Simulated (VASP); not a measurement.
# MgO (Fm-3m) in VASP: further runs, part 2 of 2

VASP 6.6.1. Earlier steps stand in the parts before.

## (3) Single point, RPBE

This run uses another cell than the first one, of 9.22 Å³/atom, 1.089 times its volume.

Contents of INCAR:

```
ALGO = Normal
EDIFF = 1E-6
ENCUT = 520
GGA = RP
ISIF = 2
ISMEAR = 0
LASPH = T
LCHARG = F
LREAL = F
LWAVE = F
NBANDS = 11
NELM = 80
PREC = Accurate
SIGMA = 0.05
```

Contents of KPOINTS:

```
k-points
0
Gamma
  11 11 11
```

Contents of POSCAR:

```
MgO
1.0
    0.0000000000      2.0970013927      2.0970013927
    2.0970013927      0.0000000000      2.0970013927
    2.0970013927      2.0970013927      0.0000000000
Mg O
1 1
Direct
    0.0000000000      0.0000000000      0.0000000000
    0.5000000000      0.5000000000      0.5000000000
```

Potentials or basis: VASP PAW PBE potentials, release 64 (Mg, O).

The run is started by

```
> cat potpaw_PBE.64/Mg/POTCAR potpaw_PBE.64/O/POTCAR > POTCAR
> mpirun -np 1 vasp_std > vasp.out
```

OUTCAR:

```text
EDIFF = 1E-6
   ENCUT = 520
   GGA = RP
   ISIF = 2
   ISMEAR = 0
   LASPH = T
   LREAL = F
   NELM = 80
   PREC = Accurate

 ion  position               nearest neighbor table
   1  0.000  0.000  0.000-   2 2.10   2 2.10   2 2.10   2 2.10   2 2.10   2 2.10
   2  0.500  0.500  0.500-   1 2.10   1 2.10   1 2.10   1 2.10   1 2.10   1 2.10

  LATTYP: Found a face centered cubic cell.
 ALAT       =     4.1940027854

  Lattice vectors:

 A1 = (   0.0000000000,   2.0970013927,   2.0970013927)
 A2 = (   2.0970013927,   0.0000000000,   2.0970013927)
 A3 = (   2.0970013927,   2.0970013927,   0.0000000000)

Analysis of symmetry for initial positions (statically):
=====================================================================
 Subroutine PRICEL returns:
 Original cell was already a primitive cell.

 Routine SETGRP: Setting up the symmetry group for a
 face centered cubic supercell.

 Subroutine GETGRP returns: Found 48 space group operations
 (whereof 48 operations were pure point group operations)
 out of a pool of 48 trial point group operations.

The static configuration has the point symmetry O_h .

Analysis of symmetry for dynamics (positions and initial velocities):
=====================================================================
 Subroutine PRICEL returns:
 Original cell was already a primitive cell.

 Routine SETGRP: Setting up the symmetry group for a
 face centered cubic supercell.

 Subroutine GETGRP returns: Found 48 space group operations
 (whereof 48 operations were pure point group operations)
 out of a pool of 48 trial point group operations.

The dynamic configuration has the point symmetry O_h .

 Subroutine INISYM returns: Found 48 space group operations
 (whereof 48 operations are pure point group operations),
 and found     1 'primitive' translations

----------------------------------------------------------------------------------------

                                     Primitive cell

  volume of cell :      18.4428

  direct lattice vectors                    reciprocal lattice vectors
     0.000000000  2.097001393  2.097001393    -0.238435702  0.238435702  0.238435702
     2.097001393  0.000000000  2.097001393     0.238435702 -0.238435702  0.238435702
     2.097001393  2.097001393  0.000000000     0.238435702  0.238435702 -0.238435702

  length of vectors
     2.965607810  2.965607810  2.965607810     0.412982751  0.412982751  0.412982751

  position of ions in fractional coordinates (direct lattice)
     0.000000000  0.000000000  0.000000000
     0.500000000  0.500000000  0.500000000

  ion indices of the primitive-cell ions
   primitive index   ion index
                 1           1
                 2           2

----------------------------------------------------------------------------------------

 KPOINTS: k-points

Automatic generation of k-mesh.
 Grid dimensions read from file:
 generate k-points for:   11   11   11

 Generating k-lattice:

  Cartesian coordinates                     Fractional coordinates (reciprocal lattice)
    -0.021675973  0.021675973  0.021675973     0.090909091  0.000000000  0.000000000
[... 21 lines left out ...]
  0.454545  0.000000  0.000000      8.000000
[... 16 lines left out ...]
 -0.272727  0.181818  0.000000     24.000000
 -0.181818  0.181818  0.000000     12.000000
 [... further k-points ...]
   k-points           NKPTS =     56   k-points in BZ     NKDIM =     56   number of bands    NBANDS=     11
   number of dos      NEDOS =    301   number of ions     NIONS =      2
   total plane-waves  NPLWV =  13824
   dimension x,y,z NGX =    24 NGY =   24 NGZ =   24
   dimension x,y,z NGXF=    48 NGYF=   48 NGZF=   48
   ions per type =               1   1
   NGX,Y,Z   is equivalent  to a cutoff of  13.45, 13.45, 13.45 a.u.
   NGXF,Y,Z  is equivalent  to a cutoff of  26.91, 26.91, 26.91 a.u.
 SYSTEM =  unknown system
   PREC   = accura    normal or accurate (medium, high low for compatibility)
   ISTART =      0    job   : 0-new  1-cont  2-samecut
   ICHARG =      2    charge: 1-file 2-atom 10-const
   ISPIN  =      1    spin polarized calculation?
   LNONCOLLINEAR =      F non collinear calculations
   LSORBIT =      F    spin-orbit coupling
   LASPH  =      T    aspherical Exc in radial PAW
   ENCUT  =  520.0 eV  38.22 Ry    6.18 a.u.   5.51  5.51  5.51*2*pi/ulx,y,z
   NELM   =     80;   NELMIN=  2; NELMDL= -5     # of ELM steps
   EDIFF  = 0.1E-05   stopping-criterion for ELM
   LREAL  =      F    real-space projection
   EDIFFG = 0.1E-04   stopping-criterion for IOM
   NSW    =      0    number of steps for IOM
   IBRION =     -1    ionic relax: 0-MD 1-quasi-New 2-CG
   NFREE  =      0    steps in history (QN), initial steepest desc. (CG)
   ISIF   =      2    stress and relaxation
   ISYM   =      2    0-nonsym 1-usesym 2-fastsym
   POTIM  = 0.5000    time-step for ionic-motion
   TEBEG  =    0.0;   TEEND  =   0.0 temperature during run
   PSTRESS=    0.0 pullay stress
   NELECT =       8.0000    total number of electrons
   NUPDOWN=      -1.0000    fix difference up-down
   EMIN   =  10.00;   EMAX   =-10.00  energy-range for DOS
   EFERMI =   0.00;   METHOD = LEGACY
   ISMEAR =     0;   SIGMA  =   0.05  broadening in eV -4-tet -1-fermi 0-gaus
   EFERMI_NEDOS =   21; number of points for ismear=-14 and -15
   IALGO  =     38    algorithm
   IMIX   =      4    mixing-type and parameters
     AMIX     =   0.40;   BMIX     =  1.00
     AMIX_MAG =   1.60;   BMIX_MAG =  1.00
  volume/ion in A,a.u.               =       9.22        62.23
  Fermi-wavevector in a.u.,A,eV,Ry     =   1.239261  2.341864 20.895389  1.535768
  Thomas-Fermi vector in A             =   2.373752
   LORBIT       =      0    0 simple, 1 ext, 2 COOP (PROOUT), +10 PAW based schemes
   GGA     = RP    functional components
   LHFCALC =     F    Hartree Fock is set to
   AEXX    =    0.0000 exact exchange contribution
   IVDW    =     0    specifies the selected vdW correction
   LEPSILON=     F    determine dielectric tensor
   LRPA    =     F    only Hartree local field effects (RPA)
 non-spin polarized calculation
 Gauss-broadening in eV      SIGMA  =   0.05
  energy-cutoff  :      520.00
  volume of cell :       18.44
 maximum number of plane-waves:       531
 NGX is ok and might be reduce to    24
   NGX = 11   NGY = 11   NGZ = 11

 number of electron       8.0000004 magnetization

 Free energy of the ion-electron system (eV)
  ---------------------------------------------------
  ext. energy  EPLUGINS =         0.00000000
  ---------------------------------------------------
  free energy    TOTEN  =       -11.20199352 eV

  energy without entropy =      -11.20199352  energy(sigma->0) =      -11.20199352

 E-fermi :   3.7644     XC(G=0): -10.9125

 val. band max:        3.4432257774   @ k =   0.0000   0.0000   0.0000
 cond. band min:       8.3981036689   @ k =   0.0000   0.0000   0.0000
 fundamental gap:      4.9548778914
 Fermi energy:         3.7643708694

 k-point     1 :       0.0000    0.0000    0.0000
  band No.  band energies     occupation
      1     -13.9614      2.00000
      2       3.4432      2.00000
      3       3.4432      2.00000
      4       3.4432      2.00000
      5       8.3981      0.00000
      6      19.4463      0.00000
      7      19.4463      0.00000
      8      19.4463      0.00000
      9      23.3507      0.00000
     10      25.1876      0.00000
     11      25.1876      0.00000
[... 309 lines left out ...]
 k-point    24 :      -0.1818    0.1818    0.0000
  band No.  band energies     occupation
      1     -13.1730      2.00000
      2       0.5850      2.00000
      3       2.3244      2.00000
      4       3.0635      2.00000
      5      11.7054      0.00000
      6      15.6715      0.00000
      7      19.2228      0.00000
      8      21.6809      0.00000
      9      21.7519      0.00000
     10      25.0187      0.00000
     11      28.4110      0.00000

 [... further k-points ...]

------------------------ aborting loop because EDIFF is reached ----------------------------------------

  FORCE on cell =-STRESS in cart. coord.  units (eV):
  Direction    XX          YY          ZZ          XY          YZ          ZX
  --------------------------------------------------------------------------------------
  -------------------------------------------------------------------------------------
  Total        1.2655140      1.2655140      1.2655140      0.0000000      0.0000000     -0.0000000
  in kB      109.9389011    109.9389011    109.9389011      0.0000000      0.0000000     -0.0000000
  external PRESSURE =     109.9389011 kB  Pullay stress =       0.0000000 kB

 VOLUME and BASIS-vectors are now :
 -----------------------------------------------------------------------------
  energy-cutoff  :      520.00
  volume of cell :       18.44
      direct lattice vectors                 reciprocal lattice vectors
     0.000000000  2.097001393  2.097001393    -0.238435702  0.238435702  0.238435702
     2.097001393  0.000000000  2.097001393     0.238435702 -0.238435702  0.238435702
     2.097001393  2.097001393  0.000000000     0.238435702  0.238435702 -0.238435702

 POSITION                                       TOTAL-FORCE (eV/Angst)
 -----------------------------------------------------------------------------------
      0.00000      0.00000      0.00000        -0.000000     -0.000000      0.000000
      2.09700      2.09700      2.09700         0.000000      0.000000     -0.000000
 -----------------------------------------------------------------------------------
    total drift:                               -0.000000     -0.000000      0.000000

  FREE ENERGIE OF THE ION-ELECTRON SYSTEM (eV)
  ---------------------------------------------------
  free  energy   TOTEN  =       -11.2019935180 eV

  energy  without entropy=      -11.2019935180  energy(sigma->0) =      -11.20199352
```

OSZICAR:

```text
N       E                     dE             d eps       ncg     rms          rms(c)
DAV:   1     0.140528328447E+02    0.14053E+02   -0.46647E+03  1392   0.651E+02
DAV:   2    -0.121634189867E+02   -0.26216E+02   -0.25621E+02  1427   0.133E+02
DAV:   3    -0.127467239157E+02   -0.58330E+00   -0.58297E+00  1483   0.173E+01
DAV:   4    -0.127480977784E+02   -0.13739E-02   -0.13738E-02  1349   0.951E-01
DAV:   5    -0.127481023059E+02   -0.45275E-05   -0.45275E-05  1442   0.530E-02    0.728E+00
DAV:   6    -0.111982338298E+02    0.15499E+01   -0.85141E+00  1280   0.163E+01    0.220E+00
DAV:   7    -0.111981008444E+02    0.13299E-03   -0.47662E-02  1346   0.205E+00    0.137E+00
DAV:   8    -0.112021717563E+02   -0.40709E-02   -0.33358E-02  1283   0.200E+00    0.221E-01
DAV:   9    -0.112018784001E+02    0.29336E-03   -0.50684E-04  1433   0.154E-01    0.129E-01
DAV:  10    -0.112019934971E+02   -0.11510E-03   -0.73568E-04  1328   0.202E-01    0.222E-02
DAV:  11    -0.112019938256E+02   -0.32847E-06   -0.18216E-05  1436   0.294E-02    0.477E-03
DAV:  12    -0.112019935180E+02    0.30756E-06   -0.79824E-07  1163   0.744E-03
   1 F= -.11201994E+02 E0= -.11201994E+02  d E =-.770987E-22
```

stdout:

```text
POSCAR found type information on POSCAR MgO
 POSCAR found :  2 types and       2 ions
 scaLAPACK will be used
 -----------------------------------------------------------------------------
|                                                                             |
|                                                                             |
|     You enforced a specific xc type in the INCAR file but a different       |
|     I HOPE YOU KNOW WHAT YOU ARE DOING!                                     |
|                                                                             |
 -----------------------------------------------------------------------------

 LDA part: xc-table for (Slater+PW92), standard interpolation
 POSCAR, INCAR and KPOINTS ok, starting setup
 FFT: planning ... GRIDC
 FFT: planning ... GRID_SOFT
 FFT: planning ... GRID
 WAVECAR not read
 entering main loop
```

Wall time 18 s (1 thread of Intel Xeon 8259CL, shared host); peak memory 0.14 GiB.

Results:

```
Free energy            : -11.2020 eV
Pressure               : 11.0 GPa
Band gap on the k mesh : 4.95 eV, direct
```

Caveat: the PAW data sets were made with another functional, which shifts forces and pressure a little.

## (4) Single point, PBEsol+D4

This run uses another cell than the first one, of 9.26 Å³/atom, 1.093 times its volume.

Contents of INCAR:

```
SYSTEM = MgO
  PREC = Accurate
  ENCUT = 520
  EDIFF = 1E-6
  ISMEAR = -1
  SIGMA = 0.05
  LREAL = .False.
  LASPH = .True.
  NELM = 100
  ALGO = Normal
  ISIF = 2
  LWAVE = .False.
  LCHARG = .False.
  GGA = PS
  IVDW = 13
  NBANDS = 11
```

Contents of KPOINTS:

```
Automatic mesh
0
Gamma
  11 11 11
  0 0 0
```

Contents of POSCAR:

```
MgO
1.0
    0.0000000000      2.0995826023      2.0995826023
    2.0995826023      0.0000000000      2.0995826023
    2.0995826023      2.0995826023      0.0000000000
Mg O
1 1
Direct
    0.0000000000      0.0000000000      0.0000000000
    0.5000000000      0.5000000000      0.5000000000
```

The run is started by

```
> cat potpaw_PBE.64/Mg/POTCAR potpaw_PBE.64/O/POTCAR > POTCAR
> mpirun -np 1 vasp_std > vasp.out
```

It took 16 s on 1 thread of Intel Xeon 8259CL, shared host; peak memory 0.14 GiB.

It converged, with:

| Item | Value |
| --- | --- |
| Free energy | -12.7010 eV |
| Pressure | -0.6 GPa |
| Band gap on the k mesh | 4.72 eV, direct |
| Dispersion energy per atom | -0.095 eV |

Levels at points of the mesh, in eV from the valence-band top:
| k point | band 2 | band 3 | band 4 | band 5 | band 6 | band 7 |
| --- | --- | --- | --- | --- | --- | --- |
| (0.00, 0.00, 0.00) | 0.00 | 0.00 | 0.00 | 4.72 | 15.68 | 15.68 |

Caveat: the PAW data sets were made with another functional, which shifts forces and pressure a little. PBEsol gaps usually lie below the measured ones, often by a third to a half.

## (5) Single point, BLYP

This run uses another cell than the first one, of 9.77 Å³/atom, 1.154 times its volume.

Contents of INCAR:

```
SYSTEM = MgO
AGGAC    = 1.0          
AGGAX    = 1.0          
ALDAC    = 0.0          
ALDAX    = 1.0          
ALGO     = Normal         ! electronic algorithm
EDIFF    = 1E-6           ! SCF threshold, eV
ENCUT    = 520            ! plane-wave cutoff, eV
GGA      = B5             ! functional
ISIF     = 2              ! what is computed and relaxed
ISMEAR   = -1             ! smearing method
LASPH    = .TRUE.         ! aspherical terms in the spheres
LCHARG   = .FALSE.        ! write CHGCAR
LREAL    = .FALSE.        ! projectors in reciprocal space
LWAVE    = .FALSE.        ! write WAVECAR
NBANDS   = 11             ! bands
NELM     = 60             ! most SCF steps
PREC     = Accurate       ! precision mode
SIGMA    = 0.05           ! smearing width, eV
```

Contents of KPOINTS:

```
k-points
0
G
  11 11 11
  0 0 0
```

Contents of POSCAR:

```
MgO
1.0
    0.0000000000      2.1378342231      2.1378342231
    2.1378342231      0.0000000000      2.1378342231
    2.1378342231      2.1378342231      0.0000000000
Mg O
1 1
Direct
    0.0000000000      0.0000000000      0.0000000000
    0.5000000000      0.5000000000      0.5000000000
```

The run is started by

```
> cat potpaw_PBE.64/Mg/POTCAR potpaw_PBE.64/O/POTCAR > POTCAR
> mpirun -np 1 vasp_std > vasp.out
```

Wall time 26 s (1 thread of Intel Xeon 8259CL, shared host); peak memory 0.14 GiB.

It converged, with:

- Free energy: -11.3508 eV
- Pressure: -0.8 GPa
- Band gap on the k mesh: 4.58 eV, direct

Levels at points of the mesh, in eV from the valence-band top:
```csv
k point,band 1,band 2,band 3,band 4,band 5,band 6,band 7,band 8,band 9
"(0.00, 0.00, 0.00)",-16.92,0.00,0.00,0.00,4.58,15.73,15.73,15.73,20.03
```

Caveat: the PAW data sets were made with another functional, which shifts forces and pressure a little.

## (6) The runs side by side

```csv
level,cell,smearing,gap on the mesh (eV),pressure (GPa)
RPBE+D3(BJ),"a = 2.882 Å, angles 60.0°, 2 atoms",fermi-dirac 0.05 eV,5.84,-0.8
RPBE,"a = 2.966 Å, angles 60.0°, 2 atoms",gaussian 0.05 eV,4.95,11.0
PBEsol+D4,"a = 2.969 Å, angles 60.0°, 2 atoms",fermi-dirac 0.05 eV,4.72,-0.6
BLYP,"a = 3.023 Å, angles 60.0°, 2 atoms",fermi-dirac 0.05 eV,4.58,-0.8
```

Alike in all rows: task single point; potentials or basis VASP PAW PBE potentials, release 64 (Mg, O); no spin polarisation; k mesh 11 × 11 × 11; cutoff (eV) 520.

Caveats: the PAW data sets were made with another functional, which shifts forces and pressure a little.

Total energies depend on the potentials used, so only differences within one code and one set of settings carry meaning.
